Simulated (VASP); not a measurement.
A run of VASP 6.6.1:

POSCAR

```
Y
1.0
    0.0000000000      2.3856000000      2.3856000000
    2.3856000000      0.0000000000      2.3856000000
    2.3856000000      2.3856000000      0.0000000000
Y
1
Direct
    0.0000000000      0.0000000000      0.0000000000
```

File INCAR.step1:

```
  ALGO = Normal
  EDIFF = 1E-4
  ENCUT = 520
  GGA = PE
  ISMEAR = 0
  LASPH = True
  LCHARG = False
  LREAL = False
  LWAVE = True
  NBANDS = 12
  NELM = 100
  PREC = Accurate
  SIGMA = 0.15
```

The input INCAR.step2:

```
  ALGO = Normal
  EDIFF = 1E-6
  ENCUT = 520
  ISIF = 2
  ISMEAR = 0
  ISTART = 1
  LASPH = True
  LCHARG = False
  LMIXTAU = True
  LREAL = False
  LWAVE = False
  METAGGA = R2SCAN
  NBANDS = 12
  NELM = 100
  PREC = Accurate
  SIGMA = 0.15
```

KPOINTS

```
k-points
0
Gamma
  16 16 16
```

Potentials or basis: VASP PAW PBE potentials, release 64 (Y_sv).

The run is started by

```console
$ cat potpaw_PBE.64/Y_sv/POTCAR > POTCAR
$ cp INCAR.step1 INCAR
$ mpirun -np 1 vasp_std > vasp.out
$ cp INCAR.step2 INCAR
$ mpirun -np 1 vasp_std > vasp.out
```

Hardware: 1 thread of Intel(R) Xeon(R) 6975P-C (Granite Rapids), with other jobs on the host.

Estimate the wall time of this run.

Wall time 100 s on 1 thread of Intel(R) Xeon(R) 6975P-C (Granite Rapids) (shared host), peak memory 0.22 GiB. Counts: k points 145.
